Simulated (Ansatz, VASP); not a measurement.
**Two plane-wave programs on Ti**

The input INCAR:

```
PREC = Accurate ; ENCUT = 400
EDIFF = 1E-8 ; ISMEAR = -1
SIGMA = 0.08 ; LREAL = F
LASPH = T ; NELM = 120
ALGO = Normal ; ISIF = 2
LWAVE = F ; LCHARG = F
GGA = PS ; LEFG = T
NBANDS = 12 ; GGA_COMPAT = F
```

Contents of KPOINTS:

```
regular mesh
0
Gamma
  17 17 17
```

The input POSCAR:

```
Ti
1.0
   -1.6574100000      1.6410000000      1.6410000000
    1.6410000000     -1.6574100000      1.6410000000
    1.6410000000      1.6410000000     -1.6574100000
Ti
1
Direct
    0.0000000000      0.0000000000      0.0000000000
```

Input for Ansatz:

```yaml
crystal:
  lattice:
    - [-1.65741, 1.641, 1.641]
    - [1.641, -1.65741, 1.641]
    - [1.641, 1.641, -1.65741]
  atoms:
    - { symbol: Ti, position: [0.0, 0.0, 0.0] }
kpoints:
  mp_grid: { grid: [17, 17, 17] }
scf:
  occupations: { method: fermi_dirac, width: 0.08 }
hamiltonian:
  xc: pbesol
  pseudopotentials: { kind: paw }
output:
  forces: true
  stress: true
  eigenvalues: true
  efg: { contact_densities: true }
```

Change from the starting cell: equal xy, yz and zx shear strains of -1 %, PAW files.

Alike in both runs: task electric field gradients; functional PBEsol; k mesh 17 × 17 × 17; occupations fermi-dirac, width 0.08 eV; no spin polarisation.

|  | VASP | Ansatz |
| --- | --- | --- |
| version | VASP 6.6.1 | Ansatz 0.2.0 |
| potentials or method | VASP PAW PBE potentials, release 64 (Ti_sv) | PAW with Ansatz's default frozen-core files, scalar-relativistic |
| plane-wave cutoff (eV) | 400 | 420 |
| valence electrons in the cell | 12 | 12 |

|  | VASP | Ansatz | Ansatz less VASP |
| --- | --- | --- | --- |
| pressure (GPa) | -7.3 | -6.5 | +0.81 |
| traceless stress, the component that is largest in VASP (GPa) | 0.35 | 0.35 | -0.001 |
| size of Vzz on the site where it differs most (V/Å²) | 4.6 | 4.8 | +0.18 |

VASP's potentials were made for PBE, not for PBEsol.
